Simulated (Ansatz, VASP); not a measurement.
One calculation of W, two programs

```
CELL_PARAMETERS angstrom
-1.59000 1.59000 1.59000
1.59000 -1.59000 1.59000
1.59000 1.59000 -1.59000
ATOMIC_POSITIONS crystal
W 0.00000 0.00000 0.00000
```

Alike in both runs: task relaxation of cell and atoms; functional PBE; k mesh 12 × 12 × 12; occupations gaussian, width 0.3 eV; no spin polarisation.

|  | VASP | Ansatz |
| --- | --- | --- |
| version | VASP 6.6.1 | Ansatz 0.2.0 |
| potentials or method | VASP PAW PBE potentials, release 64 (W_sv) | scalar-relativistic, plane waves, PAW |
| plane-wave cutoff (eV) | 600 | 420 |
| valence electrons in the cell | 14 | 14 |

```tsv
	VASP	Ansatz	Ansatz less VASP
gap on the k mesh at the Fermi level, each at its own relaxed structure (eV)	none	none	-
relaxed volume (Å³/atom)	16.17	16.14	-0.030
relaxed cell length with the largest relative difference (Å)	2.759	2.757	-0.0017
```

A gap of «none» marks a metal or a gap that the smearing closes.

Neither program's run includes spin-orbit coupling.
